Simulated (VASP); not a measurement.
Set up this calculation in VASP 6.6.1, as the native input.

```
Task                   : single point
Functional             : PBEsol
Potentials or basis    : VASP PAW PBE potentials, release 64 (Co)
Cutoff                 : 520 eV
k mesh                 : 12 × 12 × 7
Occupations            : fermi-dirac, width 0.05 eV
Spin                   : collinear spin, ferromagnetic start
Starting moments       : [2.0, 2.0] μB
Dipole correction      : no
Further INCAR settings : ALGO = Normal; EDIFF = 1e-06; NBANDS = 20
```

The structure of Co lies in POSCAR:

```
Co
1.0
    2.3778234237      0.0000000000      0.0000000000
   -1.1889117118      2.0592554906      0.0000000000
    0.0000000000      0.0000000000      3.8411433798
Co
2
Direct
    0.3333333333      0.6666666667      0.7500003517
    0.6666666667      0.3333333333      0.2499996483
```

These files were run (other wordings do the same):

INCAR

```
  ALGO = Normal
  EDIFF = 1E-6
  ENCUT = 520
  GGA = PS
  ISIF = 2
  ISMEAR = -1
  ISPIN = 2
  LASPH = True
  LCHARG = True
  LELF = True
  LMAXMIX = 4
  LORBIT = 11
  LREAL = False
  LVHAR = True
  LWAVE = False
  MAGMOM = 2 2
  NBANDS = 20
  NELM = 150
  PREC = Accurate
  SIGMA = 0.05
```

KPOINTS

```
k-points
0
Gamma
  12 12 7
```

Potentials or basis: VASP PAW PBE potentials, release 64 (Co).

Command:

```console
$ cat potpaw_PBE.64/Co/POTCAR > POTCAR
$ mpirun -np 1 vasp_std > vasp.out
```

Results of the run:

```json
{
 "Pressure": "28.5 GPa",
 "Net moment": "2.97 μB per cell",
 "Site moments": "Co +1.47 μB",
 "Valence electrons inside the program's atomic spheres": "Co 8.59"
}
```

Caveat: the cell stands under pressure; the PAW data sets were made with another functional, which shifts forces and pressure a little.

Wall time 76 s on 1 thread of Intel(R) Xeon(R) Platinum 8175M CPU @ 2.50GHz (Skylake/Cascade Lake), on a shared host, peak memory 0.16 GiB.
